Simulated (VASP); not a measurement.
Input of a VASP 6.6.1 run:

Contents of INCAR:

```
ALGO = Normal
EDIFF = 1E-7
EDIFFG = -0.01
ENCUT = 600
GGA = PE
IBRION = 2
ISIF = 3
ISMEAR = 0
LASPH = True
LCHARG = False
LREAL = False
LWAVE = False
NELM = 80
NSW = 100
PREC = Accurate
SIGMA = 0.1
```

The input KPOINTS:

```
k-points
0
Gamma
  8 8 8
```

File POSCAR:

```
Hf2TeW2S
1.0
    4.6964821690      0.0000000000      0.0000000000
    0.0000000000      4.6964821690      0.0000000000
    0.0000000000      0.0000000000      5.6759739853
Hf Te W S
2 1 2 1
Direct
    0.5000000000      0.5000000000      0.0000000000
    0.0000000000      0.0000000000      0.5000000000
    0.0000000000      0.0000000000      0.0000000000
    0.5000000000      0.0000000000      0.6836166894
    0.0000000000      0.5000000000      0.3163833106
    0.5000000000      0.5000000000      0.5000000000
```

Potentials or basis: VASP PAW PBE potentials, release 64 (Hf_pv, Te, W_sv, S).

Run with:

```sh
$ cat potpaw_PBE.64/Hf_pv/POTCAR potpaw_PBE.64/Te/POTCAR potpaw_PBE.64/W_sv/POTCAR potpaw_PBE.64/S/POTCAR > POTCAR
$ mpirun -np 1 vasp_std > vasp.out
```

(1) Estimate the relaxed volume.

(2) Estimate the relaxed cell.

Answers

(1) 20.84 Å³/atom.

(2) a = 4.693 Å, b = 4.693 Å, c = 5.678 Å, α = 90.00°, β = 90.00°, γ = 90.00°.
